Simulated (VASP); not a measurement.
Write the native input for VASP 6.6.1 that does the following.

```
Task                               : single point
Functional                         : B3LYP5
Potentials or basis                : VASP PAW PBE potentials, release 64 (Mn_pv, O)
Cutoff                             : 520 eV
k mesh                             : 5 × 5 × 5
Occupations                        : fermi-dirac, width 0.05 eV
Spin                               : collinear spin, ferromagnetic start
Starting moments                   : [4.0, 0.0] μB
Dipole correction                  : no
Grid for exact exchange (PRECFOCK) : Normal
Further INCAR settings             : ALGO = Normal; EDIFF = 1e-06; NBANDS = 20
Share of exact exchange            : 0.2
```

The system is MnO.

```
Mn O
1.0
     0.00000    2.19385    2.19385
     2.19385    0.00000    2.19385
     2.19385    2.19385    0.00000
Mn O
1 1
Direct
  0.00000 0.00000 0.00000
  0.50000 0.50000 0.50000
```

The input as run:

POSCAR

```
MnO
1.0
    0.0000000000      2.1938512115      2.1938512115
    2.1938512115      0.0000000000      2.1938512115
    2.1938512115      2.1938512115      0.0000000000
Mn O
1 1
Direct
    0.0000000000      0.0000000000      0.0000000000
    0.5000000000      0.5000000000      0.5000000000
```

INCAR.step1

```
  ALGO = Normal
  EDIFF = 1E-5
  ENCUT = 520
  GGA = PE
  ISIF = 2
  ISMEAR = -1
  ISPIN = 2
  LASPH = True
  LCHARG = False
  LMAXMIX = 4
  LORBIT = 11
  LREAL = False
  LWAVE = True
  MAGMOM = 4 0
  NBANDS = 20
  NELM = 150
  PREC = Accurate
  SIGMA = 0.05
```

INCAR.step2

```
  AEXX = 0.2
  AGGAC = 0.81
  AGGAX = 0.72
  ALDAC = 0.19
  ALGO = Normal
  EDIFF = 1E-6
  ENCUT = 520
  GGA = B5
  ISIF = 2
  ISMEAR = -1
  ISPIN = 2
  ISTART = 1
  LASPH = True
  LCHARG = False
  LHFCALC = True
  LMAXMIX = 4
  LORBIT = 11
  LREAL = False
  LWAVE = False
  MAGMOM = 4 0
  NBANDS = 20
  NELM = 150
  PREC = Accurate
  PRECFOCK = Normal
  SIGMA = 0.05
```

KPOINTS

```
k-points
0
Gamma
  5 5 5
```

Potentials or basis: VASP PAW PBE potentials, release 64 (Mn_pv, O).

Run with:

```console
$ cat potpaw_PBE.64/Mn_pv/POTCAR potpaw_PBE.64/O/POTCAR > POTCAR
$ cp INCAR.step1 INCAR
$ mpirun -np 1 vasp_std > vasp.out
$ cp INCAR.step2 INCAR
$ mpirun -np 1 vasp_std > vasp.out
```

Results of the run:

The pressure is 13.9 GPa and the band gap on the k mesh is 1.99 eV (least direct gap 4.12 eV). The net moment is 5.00 μB per cell, the site moments are Mn +4.55; O +0.25 μB and the valence electrons inside the program's atomic spheres are Mn 11.40; O 5.06.

Caveat: the k points lie up to 0.50 Å⁻¹ apart; the PAW data sets were made with another functional, which shifts forces and pressure a little; an odd mesh through Γ misses points on the zone boundary, where band edges can lie; a cell with one magnetic atom can't hold antiferromagnetic order, which such compounds often take.

Run time: 26 min on 1 thread of AMD EPYC 7R13, with other jobs on the host, peak memory 0.16 GiB.
